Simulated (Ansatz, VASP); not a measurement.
**PbO in VASP and in Ansatz**

```xyz
4
Lattice="3.9900 0.0000 0.0000 0.0000 3.9900 0.0000 0.0000 0.0000 5.0100" Properties=species:S:1:pos:R:3 pbc="T T T"
Pb    0.0000    1.9950    1.2024
Pb    1.9950    0.0000    3.8076
O     0.0000    0.0000    0.0000
O     1.9950    1.9950    0.0000
```

Alike in both runs: task single point; functional revPBE; k mesh 4 × 4 × 3; no spin polarisation.

|  | VASP | Ansatz |
| --- | --- | --- |
| version | VASP 6.6.1 | Ansatz 0.2.0 |
| potentials or method | VASP PAW PBE potentials, release 64 (Pb_d, O) | plane waves, norm-conserving potentials |
| plane-wave cutoff (eV) | 520 | 1240 |
| occupations | gaussian, width 0.01 eV | fixed |
| valence electrons in the cell | 40 | 40 |

Ansatz gave:

```
gap on the k mesh at the Fermi level (eV) : 1.21
```

Which values does VASP return?

gap on the k mesh at the Fermi level (eV): 1.20.

VASP's potentials were made for PBE, not for revPBE.

Neither program's run includes spin-orbit coupling.
